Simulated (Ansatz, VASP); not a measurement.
# CdS in VASP and in Ansatz

INCAR

```
SYSTEM = CdS
PREC = Accurate
ENCUT = 600
EDIFF = 1E-6
ISMEAR = 0
SIGMA = 0.02
LREAL = .False.
LASPH = .True.
NELM = 100
ALGO = Normal
ISIF = 3
LWAVE = .False.
LCHARG = .False.
GGA = PE
IBRION = 2
NSW = 80
EDIFFG = -0.004
```

Contents of KPOINTS:

```
regular mesh
0
Gamma
  8 8 8
  0 0 0
```

Contents of POSCAR:

```
CdS
1.0
    0.0000000000      2.9100000000      2.9100000000
    2.9100000000      0.0000000000      2.9100000000
    2.9100000000      2.9100000000      0.0000000000
Cd S
1 1
Direct
    0.0000000000      0.0000000000      0.0000000000
    0.2500000000      0.2500000000      0.2500000000
```

Input for Ansatz:

```yaml
crystal:
  lattice:
    - [0.0, 2.91, 2.91]
    - [2.91, 0.0, 2.91]
    - [2.91, 2.91, 0.0]
  atoms:
    - { symbol: Cd, position: [0.0, 0.0, 0.0] }
    - { symbol: S, position: [0.25, 0.25, 0.25] }
scf:
  occupations: { method: gaussian, width: 0.02 }
output:
  forces: true
  stress: true
  write_density: true
  write_potential: true
  elf: true
  volumetric_format: npy
hamiltonian:
  xc: pbe
kpoints:
  mp_grid: { grid: [8, 8, 8] }
relax:
  f_tol: 0.004
  cell: { stress_tol: 0.05 }
```

Alike in both runs: task relaxation of cell and atoms; functional PBE; k mesh 8 × 8 × 8; occupations gaussian, width 0.02 eV; no spin polarisation.

|  | VASP | Ansatz |
| --- | --- | --- |
| version | VASP 6.6.1 | Ansatz 0.2.0 |
| potentials or method | VASP PAW PBE potentials, release 64 (Cd, S) | scalar-relativistic, plane waves, PAW |
| plane-wave cutoff (eV) | 600 | 420 |
| valence electrons in the cell | 18 | 26 |

|  | VASP | Ansatz | Ansatz less VASP |
| --- | --- | --- | --- |
| gap on the k mesh at the Fermi level, each at its own relaxed structure (eV) | 1.03 | 1.04 | +0.009 |
| relaxed volume (Å³/atom) | 26.14 | 26.02 | -0.124 |
| relaxed cell length with the largest relative difference (Å) | 4.197 | 4.191 | -0.0067 |

VASP's potentials hold 18 valence electrons a cell and Ansatz's 26, so a difference there can come from the potentials and not from the codes.
